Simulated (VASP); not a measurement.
# Ge (Im-3m) in VASP: further runs, part 2 of 3

VASP 6.6.1.

## 3. Single point, LDA

INCAR

```
ALGO     = Normal         # electronic algorithm
EDIFF    = 1E-6           # SCF threshold, eV
ENCUT    = 520            # plane-wave cutoff, eV
ISIF     = 2              # what is computed and relaxed
ISMEAR   = -1             # smearing method
LASPH    = True           # aspherical terms in the spheres
LCHARG   = False          # write CHGCAR
LREAL    = False          # projectors in reciprocal space
LWAVE    = False          # write WAVECAR
NBANDS   = 13             # bands
NELM     = 60             # most SCF steps
PREC     = Accurate       # precision mode
SIGMA    = 0.08           # smearing width, eV
```

KPOINTS

```
k-points
0
Gamma
  17 17 17
```

POSCAR

```
Ge
1.0
   -1.5874759019      1.5874759019      1.5874759019
    1.5874759019     -1.5874759019      1.5874759019
    1.5874759019      1.5874759019     -1.5874759019
Ge
1
Direct
    0.0000000000      0.0000000000      0.0000000000
```

Potentials or basis: VASP PAW LDA potentials, release 64 (Ge_d).

Launch:

```bash
> cat potpaw_LDA.64/Ge_d/POTCAR > POTCAR
> mpirun -np 1 vasp_std > vasp.out
```

OUTCAR:

```text
EDIFF = 1E-6
   ENCUT = 520
   ISIF = 2
   ISMEAR = -1
   LASPH = True
   LREAL = False
   NELM = 60
   PREC = Accurate

 ion  position               nearest neighbor table
   1  0.000  0.000  0.000-

  LATTYP: Found a body centered cubic cell.
 ALAT       =     3.1749518038

  Lattice vectors:

 A1 = (  -1.5874759019,   1.5874759019,   1.5874759019)
 A2 = (   1.5874759019,  -1.5874759019,   1.5874759019)
 A3 = (   1.5874759019,   1.5874759019,  -1.5874759019)

Analysis of symmetry for initial positions (statically):
=====================================================================
 Subroutine PRICEL returns:
 Original cell was already a primitive cell.

 Routine SETGRP: Setting up the symmetry group for a
 body centered cubic supercell.

 Subroutine GETGRP returns: Found 48 space group operations
 (whereof 48 operations were pure point group operations)
 out of a pool of 48 trial point group operations.

The static configuration has the point symmetry O_h .

Analysis of symmetry for dynamics (positions and initial velocities):
=====================================================================
 Subroutine PRICEL returns:
 Original cell was already a primitive cell.

 Routine SETGRP: Setting up the symmetry group for a
 body centered cubic supercell.

 Subroutine GETGRP returns: Found 48 space group operations
 (whereof 48 operations were pure point group operations)
 out of a pool of 48 trial point group operations.

The dynamic configuration has the point symmetry O_h .

 Subroutine INISYM returns: Found 48 space group operations
 (whereof 48 operations are pure point group operations),
 and found     1 'primitive' translations

----------------------------------------------------------------------------------------

                                     Primitive cell

  volume of cell :      16.0023

  direct lattice vectors                    reciprocal lattice vectors
    -1.587475902  1.587475902  1.587475902     0.000000000  0.314965411  0.314965411
     1.587475902 -1.587475902  1.587475902     0.314965411  0.000000000  0.314965411
     1.587475902  1.587475902 -1.587475902     0.314965411  0.314965411  0.000000000

  length of vectors
     2.749588918  2.749588918  2.749588918     0.445428356  0.445428356  0.445428356

  position of ions in fractional coordinates (direct lattice)
     0.000000000  0.000000000  0.000000000

  ion indices of the primitive-cell ions
   primitive index   ion index
                 1           1

----------------------------------------------------------------------------------------

 KPOINTS: k-points

Automatic generation of k-mesh.
 Grid dimensions read from file:
 generate k-points for:   17   17   17

 Generating k-lattice:

  Cartesian coordinates                     Fractional coordinates (reciprocal lattice)
     0.000000000  0.018527377  0.018527377     0.058823529  0.000000000  0.000000000
     0.018527377  0.000000000  0.018527377     0.000000000  0.058823529  0.000000000
     0.018527377  0.018527377  0.000000000     0.000000000  0.000000000  0.058823529

  Length of vectors
     0.026201668  0.026201668  0.026201668

  Shift w.r.t. Gamma in fractional coordinates (k-lattice)
     0.000000000  0.000000000  0.000000000

 Subroutine IBZKPT returns following result:
 ===========================================

 Found    165 irreducible k-points:

 Following reciprocal coordinates:
            Coordinates               Weight
  0.000000  0.000000  0.000000      1.000000
  0.058824  0.000000  0.000000     12.000000
  0.117647  0.000000  0.000000     12.000000
  0.176471  0.000000  0.000000     12.000000
  0.235294  0.000000  0.000000     12.000000
  0.294118  0.000000  0.000000     12.000000
[... 16 lines left out ...]
  0.411765  0.117647  0.000000     48.000000
  0.176471  0.176471  0.000000     24.000000
 [... further k-points ...]
   k-points           NKPTS =    165   k-points in BZ     NKDIM =    165   number of bands    NBANDS=     13
   number of dos      NEDOS =    301   number of ions     NIONS =      1
   total plane-waves  NPLWV =   8000
   dimension x,y,z NGX =    20 NGY =   20 NGZ =   20
   dimension x,y,z NGXF=    40 NGYF=   40 NGZF=   40
   ions per type =               1
   NGX,Y,Z   is equivalent  to a cutoff of  12.09, 12.09, 12.09 a.u.
   NGXF,Y,Z  is equivalent  to a cutoff of  24.18, 24.18, 24.18 a.u.
 SYSTEM =  unknown system
   PREC   = accura    normal or accurate (medium, high low for compatibility)
   ISTART =      0    job   : 0-new  1-cont  2-samecut
   ICHARG =      2    charge: 1-file 2-atom 10-const
   ISPIN  =      1    spin polarized calculation?
   LNONCOLLINEAR =      F non collinear calculations
   LSORBIT =      F    spin-orbit coupling
   LASPH  =      T    aspherical Exc in radial PAW
   ENCUT  =  520.0 eV  38.22 Ry    6.18 a.u.   5.11  5.11  5.11*2*pi/ulx,y,z
   NELM   =     60;   NELMIN=  2; NELMDL= -5     # of ELM steps
   EDIFF  = 0.1E-05   stopping-criterion for ELM
   LREAL  =      F    real-space projection
   EDIFFG = 0.1E-04   stopping-criterion for IOM
   NSW    =      0    number of steps for IOM
   IBRION =     -1    ionic relax: 0-MD 1-quasi-New 2-CG
   NFREE  =      0    steps in history (QN), initial steepest desc. (CG)
   ISIF   =      2    stress and relaxation
   ISYM   =      2    0-nonsym 1-usesym 2-fastsym
   POTIM  = 0.5000    time-step for ionic-motion
   TEBEG  =    0.0;   TEEND  =   0.0 temperature during run
   PSTRESS=    0.0 pullay stress
   NELECT =      14.0000    total number of electrons
   NUPDOWN=      -1.0000    fix difference up-down
   EMIN   =  10.00;   EMAX   =-10.00  energy-range for DOS
   EFERMI =   0.00;   METHOD = LEGACY
   ISMEAR =    -1;   SIGMA  =   0.08  broadening in eV -4-tet -1-fermi 0-gaus
   EFERMI_NEDOS =   21; number of points for ismear=-14 and -15
   IALGO  =     38    algorithm
   IMIX   =      4    mixing-type and parameters
     AMIX     =   0.40;   BMIX     =  1.00
     AMIX_MAG =   1.60;   BMIX_MAG =  1.00
  volume/ion in A,a.u.               =      16.00       107.99
  Fermi-wavevector in a.u.,A,eV,Ry     =   1.565755  2.958847 33.355874  2.451588
  Thomas-Fermi vector in A             =   2.668184
   LORBIT       =      0    0 simple, 1 ext, 2 COOP (PROOUT), +10 PAW based schemes
   GGA     = CA    functional components
   LHFCALC =     F    Hartree Fock is set to
   AEXX    =    0.0000 exact exchange contribution
   IVDW    =     0    specifies the selected vdW correction
   LEPSILON=     F    determine dielectric tensor
   LRPA    =     F    only Hartree local field effects (RPA)
 non-spin polarized calculation
  energy-cutoff  :      520.00
  volume of cell :       16.00
 maximum number of plane-waves:       444
   NGX = 11   NGY = 11   NGZ = 11

 number of electron      13.9999979 magnetization

 Free energy of the ion-electron system (eV)
  ---------------------------------------------------
  ext. energy  EPLUGINS =         0.00000000
  ---------------------------------------------------
  free energy    TOTEN  =        -4.83210079 eV

  energy without entropy =       -4.82677872  energy(sigma->0) =       -4.82943975

 E-fermi :   8.3903     XC(G=0): -12.4411

 val. band max:        8.2615347575   @ k =  -0.4118   0.4118   0.4118
 cond. band min:       8.4780612000   @ k =  -0.4706   0.4706   0.3529
 fundamental gap:      0.2165264424
 Fermi energy:         8.3902601564

 k-point     1 :       0.0000    0.0000    0.0000
  band No.  band energies     occupation
      1     -16.5127      2.00000
      2     -16.5127      2.00000
      3     -16.5127      2.00000
      4     -16.3743      2.00000
      5     -16.3743      2.00000
      6      -6.2280      2.00000
      7      19.2637      0.00000
      8      19.2637      0.00000
      9      19.2637      0.00000
     10      24.7755      0.00000
     11      24.7755      0.00000
     12      24.7755      0.00000
     13      26.4199      0.00000

 k-point     2 :       0.0588    0.0000    0.0000
  band No.  band energies     occupation
      1     -16.5144      2.00000
      2     -16.5106      2.00000
      3     -16.5053      2.00000
      4     -16.3761      2.00000
      5     -16.3744      2.00000
      6      -6.1243      2.00000
      7      18.3737      0.00000
      8      18.7941      0.00000
      9      19.1313      0.00000
     10      23.8818      0.00000
     11      23.9488      0.00000
[... 339 lines left out ...]
 k-point    24 :       0.1765    0.1765    0.0000
  band No.  band energies     occupation
      1     -16.5312      2.00000
      2     -16.4937      2.00000
      3     -16.3985      2.00000
      4     -16.3860      2.00000
      5     -16.3691      2.00000
      6      -3.4177      2.00000
      7       9.9257      0.00000
      8      11.5595      0.00000
      9      15.6848      0.00000
     10      21.7306      0.00000
     11      22.5849      0.00000
     12      26.5697      0.00000
     13      28.6672      0.00000

 [... further k-points ...]
[... 5 lines left out ...]
  --------------------------------------------------------------------------------------
  -------------------------------------------------------------------------------------
  Total        1.1057177      1.1057177      1.1057177     -0.0000000      0.0000000      0.0000000
  in kB      110.7065793    110.7065793    110.7065793     -0.0000000      0.0000000      0.0000000
  external PRESSURE =     110.7065793 kB  Pullay stress =       0.0000000 kB

 VOLUME and BASIS-vectors are now :
 -----------------------------------------------------------------------------
  energy-cutoff  :      520.00
  volume of cell :       16.00
      direct lattice vectors                 reciprocal lattice vectors
    -1.587475902  1.587475902  1.587475902     0.000000000  0.314965411  0.314965411
     1.587475902 -1.587475902  1.587475902     0.314965411  0.000000000  0.314965411
     1.587475902  1.587475902 -1.587475902     0.314965411  0.314965411  0.000000000

 POSITION                                       TOTAL-FORCE (eV/Angst)
 -----------------------------------------------------------------------------------
      0.00000      0.00000      0.00000         0.000000      0.000000     -0.000000
 -----------------------------------------------------------------------------------
    total drift:                                0.000000     -0.000000      0.000000

  FREE ENERGIE OF THE ION-ELECTRON SYSTEM (eV)
  ---------------------------------------------------
  free  energy   TOTEN  =        -4.8321007865 eV

  energy  without entropy=       -4.8267787168  energy(sigma->0) =       -4.82943975
```

Wall time 20 s (1 thread of Intel Xeon 8259CL, shared host); peak memory 0.14 GiB.

Results:

```
Free energy            : -4.8321 eV
Pressure               : 11.1 GPa
Band gap on the k mesh : zero (bands 7 and 8 overlap by 14.48 eV)
```

Caveat: the cell stands under pressure.

## 4. Relaxation of cell and atoms, LDA, target pressure 11 GPa, at which the enthalpy is minimised

This run uses another cell than the first one, of 15.94 Å³/atom.

INCAR

```
ALGO     = Normal         # electronic algorithm
EDIFF    = 1E-6           # SCF threshold, eV
EDIFFG   = -0.005         # ionic threshold
ENCUT    = 600            # plane-wave cutoff, eV
IBRION   = 2              # ionic algorithm
ISIF     = 3              # what is computed and relaxed
ISMEAR   = -1             # smearing method
LASPH    = True           # aspherical terms in the spheres
LCHARG   = False          # write CHGCAR
LREAL    = False          # projectors in reciprocal space
LWAVE    = False          # write WAVECAR
NELM     = 60             # most SCF steps
NSW      = 60             # ionic steps
PREC     = Accurate       # precision mode
PSTRESS  = 110.0        
SIGMA    = 0.08           # smearing width, eV
```

KPOINTS is that of step 3.

POSCAR

```
Ge
1.0
   -1.5853878417      1.5853878417      1.5853878417
    1.5853878417     -1.5853878417      1.5853878417
    1.5853878417      1.5853878417     -1.5853878417
Ge
1
Direct
    0.0000000000      0.0000000000      0.0000000000
```

Potentials or basis: VASP PAW LDA potentials, release 64 (Ge_d).

Launch:

```bash
> cat potpaw_LDA.64/Ge_d/POTCAR > POTCAR
> mpirun -np 1 vasp_std > vasp.out
```

OUTCAR:

```text
EDIFF = 1E-6
   EDIFFG = -0.005
   ENCUT = 600
   IBRION = 2
   ISIF = 3
   ISMEAR = -1
   LASPH = True
   LREAL = False
   NELM = 60
   NSW = 60
   PREC = Accurate
   PSTRESS = 110.0

 ion  position               nearest neighbor table
   1  0.000  0.000  0.000-

  LATTYP: Found a body centered cubic cell.
 ALAT       =     3.1707756834

  Lattice vectors:

 A1 = (  -1.5853878417,   1.5853878417,   1.5853878417)
 A2 = (   1.5853878417,  -1.5853878417,   1.5853878417)
 A3 = (   1.5853878417,   1.5853878417,  -1.5853878417)

Analysis of symmetry for initial positions (statically):
=====================================================================
 Subroutine PRICEL returns:
 Original cell was already a primitive cell.

 Routine SETGRP: Setting up the symmetry group for a
 body centered cubic supercell.

 Subroutine GETGRP returns: Found 48 space group operations
 (whereof 48 operations were pure point group operations)
 out of a pool of 48 trial point group operations.

The static configuration has the point symmetry O_h .

Analysis of symmetry for dynamics (positions and initial velocities):
=====================================================================
 Subroutine PRICEL returns:
 Original cell was already a primitive cell.

[... 226 lines left out ...]
--------------------------------------- Ionic step        3  -------------------------------------------

 number of electron      14.0000008 magnetization

 Free energy of the ion-electron system (eV)
  ---------------------------------------------------
  ext. energy  EPLUGINS =         0.00000000
  ---------------------------------------------------
  free energy    TOTEN  =        -4.83438912 eV

  energy without entropy =       -4.82906492  energy(sigma->0) =       -4.83172702

 E-fermi :   8.3659     XC(G=0): -12.4303

 val. band max:        8.2379477871   @ k =  -0.4118   0.4118   0.4118
 cond. band min:       8.4540698085   @ k =  -0.4706   0.4706   0.3529
 fundamental gap:      0.2161220214
 Fermi energy:         8.3659198813

 k-point     1 :       0.0000    0.0000    0.0000
  band No.  band energies     occupation
      1     -16.5362      2.00000
      2     -16.5362      2.00000
      3     -16.5362      2.00000
      4     -16.3986      2.00000
      5     -16.3986      2.00000
      6      -6.2335      2.00000
      7      19.2143      0.00000
      8      19.2143      0.00000
      9      19.2143      0.00000
     10      24.7326      0.00000
     11      24.7326      0.00000
[... 309 lines left out ...]
 k-point    24 :       0.1765    0.1765    0.0000
  band No.  band energies     occupation
      1     -16.5547      2.00000
      2     -16.5173      2.00000
      3     -16.4227      2.00000
      4     -16.4103      2.00000
      5     -16.3935      2.00000
      6      -3.4277      2.00000
      7       9.8938      0.00000
      8      11.5320      0.00000
      9      15.6484      0.00000
     10      21.6870      0.00000
     11      22.5446      0.00000

 [... further k-points ...]

------------------------ aborting loop because EDIFF is reached ----------------------------------------

  FORCE on cell =-STRESS in cart. coord.  units (eV):
  Direction    XX          YY          ZZ          XY          YZ          ZX
  --------------------------------------------------------------------------------------
  -------------------------------------------------------------------------------------
  Total        1.0964673      1.0964673      1.0964673      0.0000000     -0.0000000      0.0000000
  in kB      109.5600769    109.5600769    109.5600769      0.0000000     -0.0000000      0.0000000
  external PRESSURE =      -0.4399231 kB  Pullay stress =     110.0000000 kB
[... 20 lines left out ...]
  energy  without entropy=       -4.8290649230  energy(sigma->0) =       -4.83172702

  enthalpy is  TOTEN    =        -3.7335191494 eV   P V=        1.1008699734

 reached required accuracy - stopping structural energy minimisation
```

Wall time 62 s (1 thread of Intel Xeon 8259CL, shared host); peak memory 0.16 GiB.

Results:

* Free energy: -4.8344 eV
* Relaxed volume: 16.03 Å³/atom
* Relaxed cell: a = 2.751 Å, b = 2.751 Å, c = 2.751 Å, α = 109.47°, β = 109.47°, γ = 109.47°
* Space group after relaxing (to 0.1 Å): Im-3m (No. 229)
* Energy change on relaxing (the run minimises the enthalpy): -6.7 meV/atom
* Ionic steps: 3
* Pressure after relaxing: 11.0 GPa
* Band gap on the k mesh: zero (bands 7 and 8 overlap by 14.44 eV)

The path:
```csv
step,energy change (eV),largest force (eV/Å),pressure (GPa),volume (Å³)
1,0.0000,0.0000,11.62,15.94
2,-0.0099,0.0000,10.46,16.08
3,-0.0067,0.0000,10.96,16.03
```

Final structure:
```yaml
crystal:
  lattice:
    - [-1.58854, 1.58854, 1.58854]
    - [1.58854, -1.58854, 1.58854]
    - [1.58854, 1.58854, -1.58854]
  atoms:
    - { symbol: Ge, position: [0.00000, 0.00000, 0.00000] }
```

Caveat: the cell is relaxed towards a set pressure, so the run minimises the enthalpy, not the energy.

(Continued in part 3 of 3.)

The gap in the log of VASP goes by the Fermi energy; the results here count the filled bands.